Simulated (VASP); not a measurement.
# RbBr (Fm-3m) in VASP: notebook, part 2 of 2

VASP 6.6.1. The steps go on from the part before.

### Step 5. Relaxation of cell and atoms, PBEsol, target pressure 7 GPa, at which the enthalpy is minimised

The input, INCAR:

```
SYSTEM = RbBr
PREC     = Accurate       ! precision mode
ENCUT    = 600            ! plane-wave cutoff, eV
EDIFF    = 1E-7           ! SCF threshold, eV
ISMEAR   = 0              ! smearing method
SIGMA    = 0.01           ! smearing width, eV
LREAL    = .False.        ! projectors in reciprocal space
LASPH    = .True.         ! aspherical terms in the spheres
NELM     = 100            ! most SCF steps
ALGO     = Normal         ! electronic algorithm
ISIF     = 3              ! what is computed and relaxed
LWAVE    = .False.        ! write WAVECAR
LCHARG   = .False.        ! write CHGCAR
GGA      = PS             ! functional
IBRION   = 2              ! ionic algorithm
NSW      = 100            ! ionic steps
EDIFFG   = -0.002         ! ionic threshold
PSTRESS  = 70.0
```

The input, KPOINTS:

```
regular mesh
0
Gamma
  6 6 6
  0 0 0
```

The input, POSCAR:

```
RbBr
1.0
    3.4249237590      3.4249237590      0.0000000000
   -3.4249237590      3.4249237590      0.0000000000
    0.0000000000      3.4249237590      3.4249237590
Rb Br
1 1
Direct
    0.0000000000      0.0000000000      0.0000000000
    0.5000000000      0.5000000000      0.0000000000
```

On the command line:

```bash
$ cat potpaw_PBE.64/Rb_sv/POTCAR potpaw_PBE.64/Br/POTCAR > POTCAR
$ mpirun -np 1 vasp_std > vasp.out
```

Wall time 29 s (1 thread of Intel Xeon 6975P-C (Granite Rapids), shared host); peak memory 0.24 GiB.

The run converged. Its results:

```
Free energy                                            : -6.0479 eV
Relaxed volume                                         : 31.03 Å³/atom
Relaxed cell                                           : a = 4.444 Å, b = 4.444 Å, c = 4.444 Å, α = 60.00°, β = 60.00°, γ = 90.00°
Space group after relaxing (to 0.05 Å)                 : Fm-3m (No. 225)
Energy change on relaxing (the enthalpy is what falls) : +153.8 meV/atom
Ionic steps                                            : 3
Pressure after relaxing                                : 7.0 GPa
Band gap on the k mesh                                 : 4.91 eV, direct
```

Step by step:
```tsv
step	energy change (eV)	largest force (eV/Å)	pressure (GPa)	volume (Å³)
1	0.0000	0.0000	0.00	80.35
2	0.3267	0.0000	7.33	61.62
3	0.3075	0.0000	7.01	62.05
```

Final structure:
```cif
data_structure
_symmetry_space_group_name_H-M 'P 1'
_symmetry_Int_Tables_number 1
_cell_length_a 4.4438
_cell_length_b 4.4438
_cell_length_c 4.4438
_cell_angle_alpha 60.000
_cell_angle_beta 60.000
_cell_angle_gamma 90.000
_cell_volume 62.05
loop_
_atom_site_label
_atom_site_type_symbol
_atom_site_fract_x
_atom_site_fract_y
_atom_site_fract_z
_atom_site_occupancy
Rb1 Rb 0.00000 0.00000 0.00000 1
Br1 Br 0.50000 0.50000 0.00000 1
```

Levels at points of the mesh, in eV from the valence-band top:
```tsv
k point	band 4	band 5	band 6	band 7	band 8	band 9	band 10	band 11	band 12
(0.00, 0.00, 0.00)	-8.06	-8.06	0.00	0.00	0.00	4.91	7.08	7.08	7.08
(0.50, 0.00, 0.00)	-8.06	-7.86	-1.58	-0.70	-0.70	7.26	8.41	10.12	10.12
(0.50, 0.50, 0.00)	-8.25	-8.25	-0.46	-0.14	-0.14	4.99	8.06	9.55	10.40
```

Caveat: the cell is relaxed towards a set pressure, so the enthalpy falls and the energy may rise; the volume moved by over 15 % at a fixed basis, so the end points are rough; the PAW data sets were made with another functional, which shifts forces and pressure a little.

### Step 6. Relaxation of cell and atoms, PBEsol, target pressure 10 GPa, at which the enthalpy is minimised

The input, INCAR:

```
SYSTEM = RbBr
ALGO = Normal
EDIFF = 1E-6
EDIFFG = -0.002
ENCUT = 600
GGA = PS
IBRION = 2
ISIF = 3
ISMEAR = 0
LASPH = .TRUE.
LCHARG = .FALSE.
LREAL = .FALSE.
LWAVE = .FALSE.
NELM = 60
NSW = 100
PREC = Accurate
PSTRESS = 100.0
SIGMA = 0.01
```

The input, KPOINTS:

```
k-points
0
G
  6 6 6
  0 0 0
```

POSCAR is that of step 5.

Potentials or basis: VASP PAW PBE potentials, release 64 (Rb_sv, Br).

On the command line:

```bash
$ cat potpaw_PBE.64/Rb_sv/POTCAR potpaw_PBE.64/Br/POTCAR > POTCAR
$ mpirun -np 1 vasp_std > vasp.out
```

Run time: 75 s. Hardware: 1 thread of Intel Xeon 6975P-C (Granite Rapids), shared host; peak memory 0.24 GiB.

It converged, with:

| Item | Value |
| --- | --- |
| Free energy | -5.8623 eV |
| Relaxed volume | 29.26 Å³/atom |
| Relaxed cell | a = 4.358 Å, b = 4.358 Å, c = 4.358 Å, α = 60.00°, β = 60.00°, γ = 90.00° |
| Space group after relaxing (to 0.05 Å) | Fm-3m (No. 225) |
| Energy change on relaxing (the enthalpy is what falls) | +246.6 meV/atom |
| Ionic steps | 15 |
| Pressure after relaxing | 10.0 GPa |
| Band gap on the k mesh | 4.82 eV, indirect (least direct gap 4.94 eV) |

The path:
| step | energy change (eV) | largest force (eV/Å) | pressure (GPa) | volume (Å³) |
| --- | --- | --- | --- | --- |
| 1 | 0.0000 | 0.0000 | 0.00 | 80.35 |
| 2 | 0.7926 | 0.0000 | 14.59 | 54.58 |
| 3 | 0.4942 | 0.0000 | 10.02 | 58.50 |
| 4 | 0.4702 | 0.0000 | 9.63 | 58.90 |
| 5 | 0.4711 | 0.0000 | 9.65 | 58.88 |
| 6 | 0.4738 | 0.0000 | 9.69 | 58.84 |
| 7 | 0.4738 | 0.0000 | 9.69 | 58.84 |
| 8 | 0.4739 | 0.0000 | 9.69 | 58.83 |
| 9 | 0.4742 | 0.0000 | 9.68 | 58.83 |
| 10 | 0.4748 | 0.0000 | 9.71 | 58.82 |
| 11 | 0.4758 | 0.0000 | 9.72 | 58.80 |
| 12 | 0.4780 | 0.0000 | 9.76 | 58.77 |
| 13 | 0.4824 | 0.0000 | 9.82 | 58.69 |
| 14 | 0.4913 | 0.0000 | 9.97 | 58.55 |
| 15 | 0.4932 | 0.0000 | 10.00 | 58.52 |

Final structure:
```yaml
crystal:
  lattice:
    - [3.08150, 3.08150, 0.00000]
    - [-3.08150, 3.08150, 0.00000]
    - [0.00000, 3.08150, 3.08150]
  atoms:
    - { symbol: Rb, position: [0.00000, 0.00000, 0.00000] }
    - { symbol: Br, position: [0.50000, 0.50000, 0.00000] }
```

Levels at points of the mesh, in eV from the valence-band top:
| k point | band 6 | band 7 | band 8 | band 9 | band 10 | band 11 |
| --- | --- | --- | --- | --- | --- | --- |
| (0.00, 0.00, 0.00) | 0.00 | 0.00 | 0.00 | 5.11 | 7.01 | 7.01 |
| (0.50, 0.00, 0.00) | -1.74 | -0.81 | -0.81 | 7.38 | 8.57 | 10.25 |
| (0.50, 0.50, 0.00) | -0.42 | -0.11 | -0.11 | 4.82 | 8.33 | 9.61 |

Caveat: the cell is relaxed towards a set pressure, so the enthalpy falls and the energy may rise; the volume moved by over 15 % at a fixed basis, so the end points are rough; the PAW data sets were made with another functional, which shifts forces and pressure a little. A k mesh can miss the band edges.

### Step 7. Summary

```tsv
cell	gap on the mesh (eV)	pressure (GPa)
relaxed to -2 GPa	3.58	-2.0
relaxed to 2 GPa	4.48	2.0
relaxed to 4 GPa	4.68	4.0
relaxed to 7 GPa	4.91	7.0
relaxed to 10 GPa	4.82	10.0
```

Alike in all rows: task relaxation of cell and atoms; level PBEsol; potentials or basis VASP PAW PBE potentials, release 64 (Rb_sv, Br); no spin polarisation; k mesh 6 × 6 × 6; cutoff (eV) 600; smearing gaussian 0.01 eV.

Caveats: the cell is relaxed towards a set pressure, so the enthalpy falls and the energy may rise; the PAW data sets were made with another functional, which shifts forces and pressure a little; the volume moved by over 15 % at a fixed basis, so the end points are rough (some runs).

Absolute energies hang on the potentials; compare differences alone.
